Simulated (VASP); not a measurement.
Ga, 2 atoms in the cell. The structure is orthorhombic, space group Cmcm (No. 63). The conventional cell has a = 2.841 Å, b = 7.964 Å, c = 3.105 Å, α = 90.00°, β = 90.00°, γ = 90.00°. Ga (site symmetry m2m) has 10 Ga at 2.63 to 3.11 Å within 3.5 Å. 

| Property | Result |
| --- | --- |
| Program | VASP 6.6.1 |
| Task | electric field gradients |
| Functional | LDA |
| Potentials or basis | VASP PAW LDA potentials, release 64 (Ga_d) |
| Cutoff | 520 eV |
| k mesh | 12 × 12 × 10 |
| Occupations | fermi-dirac, width 0.08 eV |
| Spin | no spin polarisation |
| Dipole correction | no |
| Further INCAR settings | ALGO = Normal; EDIFF = 1e-08; NBANDS = 20 |

Potentials or basis: VASP PAW LDA potentials, release 64 (Ga_d).

Run with:

```bash
$ cat potpaw_LDA.64/Ga_d/POTCAR > POTCAR
$ mpirun -np 1 vasp_std > vasp.out
```

Hardware: 1 thread of AMD EPYC 9R45 96-Core Processor (Zen 5) (shared host).

How long does it take, and how much memory?

It took 82 s on 1 thread of AMD EPYC 9R45 96-Core Processor (Zen 5), with other jobs on the host, peak memory 0.22 GiB. Counts: scf iterations 12, k points 258.
